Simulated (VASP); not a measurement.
# BAs (Fm-3m) in VASP: further runs, part 2 of 2

VASP 6.6.1. The steps go on from the part before.

**4. Single point, PBE, non-collinear spin, zero start, spin-orbit coupling**

File INCAR:

```
ALGO     = Normal         # electronic algorithm
EDIFF    = 1E-6           # SCF threshold, eV
ENCUT    = 500            # plane-wave cutoff, eV
GGA      = PE             # functional
GGA_COMPAT= False        
ISIF     = 2              # what is computed and relaxed
ISMEAR   = -1             # smearing method
LASPH    = True           # aspherical terms in the spheres
LCHARG   = False          # write CHGCAR
LORBIT   = 11             # projections on sites
LORBMOM  = True         
LREAL    = False          # projectors in reciprocal space
LSORBIT  = True           # spin-orbit coupling
LWAVE    = False          # write WAVECAR
MAGMOM   = 0 0 0 0 0 0    # initial moments
NBANDS   = 20             # bands
NELM     = 200            # most SCF steps
PREC     = Accurate       # precision mode
SIGMA    = 0.02           # smearing width, eV
```

File KPOINTS:

```
k-points
0
Gamma
  6 6 6
```

File POSCAR:

```
BAs
1.0
    0.0000000000      2.3052873177      2.3052873177
    2.3052873177      0.0000000000      2.3052873177
    2.3052873177      2.3052873177      0.0000000000
B As
1 1
Direct
    0.0000000000      0.0000000000      0.0000000000
    0.5000000000      0.5000000000      0.5000000000
```

Potentials or basis: VASP PAW PBE potentials, release 64 (B, As).

Launch:

```sh
$ cat potpaw_PBE.64/B/POTCAR potpaw_PBE.64/As/POTCAR > POTCAR
$ mpirun -np 1 vasp_ncl > vasp.out
```

OUTCAR:

```text
EDIFF = 1E-6
   ENCUT = 500
   GGA = PE
   ISIF = 2
   ISMEAR = -1
   LASPH = True
   LORBIT = 11
   LREAL = False
   LSORBIT = True
   NELM = 200
   PREC = Accurate

 ion  position               nearest neighbor table
   1  0.000  0.000  0.000-   2 2.31   2 2.31   2 2.31   2 2.31   2 2.31   2 2.31
   2  0.500  0.500  0.500-   1 2.31   1 2.31   1 2.31   1 2.31   1 2.31   1 2.31

  LATTYP: Found a face centered cubic cell.
 ALAT       =     4.6105746354

  Lattice vectors:

 A1 = (   0.0000000000,   2.3052873177,   2.3052873177)
 A2 = (   2.3052873177,   0.0000000000,   2.3052873177)
 A3 = (   2.3052873177,   2.3052873177,   0.0000000000)

Analysis of symmetry for initial positions (statically):
=====================================================================
 Subroutine PRICEL returns:
 Original cell was already a primitive cell.

 Routine SETGRP: Setting up the symmetry group for a
 face centered cubic supercell.

 Subroutine GETGRP returns: Found 48 space group operations
 (whereof 48 operations were pure point group operations)
 out of a pool of 48 trial point group operations.

The static configuration has the point symmetry O_h .

Analysis of symmetry for dynamics (positions and initial velocities):
=====================================================================
 Subroutine PRICEL returns:
 Original cell was already a primitive cell.

 Routine SETGRP: Setting up the symmetry group for a
 face centered cubic supercell.

 Subroutine GETGRP returns: Found 48 space group operations
 (whereof 48 operations were pure point group operations)
 out of a pool of 48 trial point group operations.

The dynamic configuration has the point symmetry O_h .

Analysis of structural, dynamic, and magnetic symmetry:
=====================================================================
 Subroutine PRICEL returns:
 Original cell was already a primitive cell.

 Routine SETGRP: Setting up the symmetry group for a
[... 564 lines left out ...]

 # of ion     p       d       tot
 ----------------------------------------
  1         0.000   0.000   0.000
  2         0.000   0.000   0.000
 ----------------------------------------
            0.000   0.000   0.000

 orbital moment (z)

 # of ion     p       d       tot
 ----------------------------------------
  1         0.000   0.000   0.000
  2        -0.000   0.000  -0.000
 ----------------------------------------
           -0.000   0.000  -0.000

 Spin-Orbit-Coupling matrix elements

 Ion:    1  E_soc:     -0.0000816
 l=   1
     0.0000000    -0.0000136    -0.0000136
    -0.0000136     0.0000000    -0.0000136
    -0.0000136    -0.0000136     0.0000000
 l=   2
     0.0000000     0.0000000     0.0000000     0.0000000     0.0000000
     0.0000000     0.0000000     0.0000000     0.0000000     0.0000000
     0.0000000     0.0000000     0.0000000     0.0000000     0.0000000
     0.0000000     0.0000000     0.0000000     0.0000000     0.0000000
     0.0000000     0.0000000     0.0000000     0.0000000     0.0000000
 l=   3
     0.0000000     0.0000000     0.0000000     0.0000000     0.0000000     0.0000000     0.0000000
     0.0000000     0.0000000     0.0000000     0.0000000     0.0000000     0.0000000     0.0000000
     0.0000000     0.0000000     0.0000000     0.0000000     0.0000000     0.0000000     0.0000000
     0.0000000     0.0000000     0.0000000     0.0000000     0.0000000     0.0000000     0.0000000
     0.0000000     0.0000000     0.0000000     0.0000000     0.0000000     0.0000000     0.0000000
     0.0000000     0.0000000     0.0000000     0.0000000     0.0000000     0.0000000     0.0000000
     0.0000000     0.0000000     0.0000000     0.0000000     0.0000000     0.0000000     0.0000000

 Ion:    2  E_soc:     -0.0266592
 l=   1
     0.0000000    -0.0044362    -0.0044362
    -0.0044362     0.0000000    -0.0044362
    -0.0044362    -0.0044362     0.0000000
 l=   2
     0.0000000     0.0000007     0.0000000     0.0000007    -0.0000078
     0.0000007     0.0000000    -0.0000058     0.0000007    -0.0000019
     0.0000000    -0.0000058     0.0000000    -0.0000058     0.0000000
     0.0000007     0.0000007    -0.0000058     0.0000000    -0.0000019
    -0.0000078    -0.0000019     0.0000000    -0.0000019     0.0000000
 l=   3
     0.0000000     0.0000000     0.0000000     0.0000000     0.0000000     0.0000000     0.0000000
     0.0000000     0.0000000     0.0000000     0.0000000     0.0000000     0.0000000     0.0000000
     0.0000000     0.0000000     0.0000000     0.0000000     0.0000000     0.0000000     0.0000000
     0.0000000     0.0000000     0.0000000     0.0000000     0.0000000     0.0000000     0.0000000
     0.0000000     0.0000000     0.0000000     0.0000000     0.0000000     0.0000000     0.0000000
     0.0000000     0.0000000     0.0000000     0.0000000     0.0000000     0.0000000     0.0000000
     0.0000000     0.0000000     0.0000000     0.0000000     0.0000000     0.0000000     0.0000000

 total charge

# of ion       s       p       d       tot
------------------------------------------
    1        0.712   0.950   0.000   1.662
    2        1.250   1.389   0.100   2.739
--------------------------------------------------
tot          1.962   2.339   0.100   4.401

 magnetization (x)

# of ion       s       p       d       tot
------------------------------------------
    1        0.000   0.000   0.000   0.000
    2        0.000  -0.000  -0.000  -0.000
--------------------------------------------------
tot          0.000  -0.000  -0.000  -0.000

 magnetization (y)

# of ion       s       p       d       tot
------------------------------------------
    1        0.000   0.000   0.000   0.000
    2        0.000  -0.000  -0.000  -0.000
--------------------------------------------------
tot          0.000  -0.000  -0.000  -0.000

 magnetization (z)

# of ion       s       p       d       tot
------------------------------------------
    1        0.000   0.000   0.000   0.000
    2        0.000  -0.000  -0.000  -0.000
--------------------------------------------------
tot          0.000  -0.000  -0.000  -0.000
```

stdout:

```text
POSCAR found type information on POSCAR B As
 POSCAR found :  2 types and       2 ions
 scaLAPACK will be used
 LDA part: xc-table for (Slater+PW92), standard interpolation
 POSCAR, INCAR and KPOINTS ok, starting setup
 FFT: planning ... GRIDC
 FFT: planning ... GRID_SOFT
 FFT: planning ... GRID
 WAVECAR not read
 entering main loop
```

It took 26 s on 1 thread of Intel Xeon 8259CL, shared host; peak memory 0.19 GiB.

Results:

| Quantity | Value |
| --- | --- |
| Free energy | -9.5720 eV |
| Pressure | 0.8 GPa |
| Net moment | 0.00 μB per cell |
| Valence electrons inside the program's atomic spheres | B 1.66; As 2.74 |

Moments on the atoms (μB; x, y, z):
```
B   0.00 0.00 0.00
As  0.00 0.00 0.00
```

Caveat: the k points lie up to 0.39 Å⁻¹ apart.
